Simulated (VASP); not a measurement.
Wanted: the native input for a VASP 6.6.1 run.

```yaml
Task: single point
Functional: PBE
Potentials_or_basis: VASP PAW PBE potentials, release 64 (Au)
Cutoff: 520 eV
k_mesh: 16 × 16 × 8, shifted
Occupations: gaussian, width 0.1 eV
Spin: no spin polarisation
Dipole_correction: no
Further_INCAR_settings: ALGO = Normal; EDIFF = 1e-07; NBANDS = 18
```

The structure of Au lies in POSCAR:

```
Au
1.0
    1.4113099650     -2.5559330250      0.0000000000
    1.4113099650      2.5559330250      0.0000000000
    0.0000000000      0.0000000000      4.8931696100
Au
2
Direct
    0.6653279700      0.3346720300      0.2500000000
    0.3346720300      0.6653279700      0.7500000000
```

One way to write it, as run:

INCAR

```
SYSTEM = Au
PREC = Accurate
ENCUT = 520
EDIFF = 1E-7
ISMEAR = 0
SIGMA = 0.1
LREAL = .False.
LASPH = .True.
NELM = 100
ALGO = Normal
ISIF = 2
LWAVE = .False.
LCHARG = .True.
GGA = PE
LELF = .True.
LVHAR = .True.
NBANDS = 18
```

KPOINTS

```
Automatic mesh
0
Gamma
  16 16 8
  0.5 0.5 0.5
```

Potentials or basis: VASP PAW PBE potentials, release 64 (Au).

Run with:

```sh
$ cat potpaw_PBE.64/Au/POTCAR > POTCAR
$ mpirun -np 1 vasp_std > vasp.out
```

It gave:

- Pressure: 2.8 GPa
- Largest force: 0.008 eV/Å
- Band gap on the k mesh: zero (band 11 reaches 12.40 eV, above the bottom of band 12 at 6.47 eV)

Caveat: spin-orbit coupling is left out, which moves the levels of the heavy elements.

Wall time 86 s on 1 thread of Intel(R) Xeon(R) Platinum 8124M CPU @ 3.00GHz (Skylake/Cascade Lake) (shared host), peak memory 0.27 GiB.
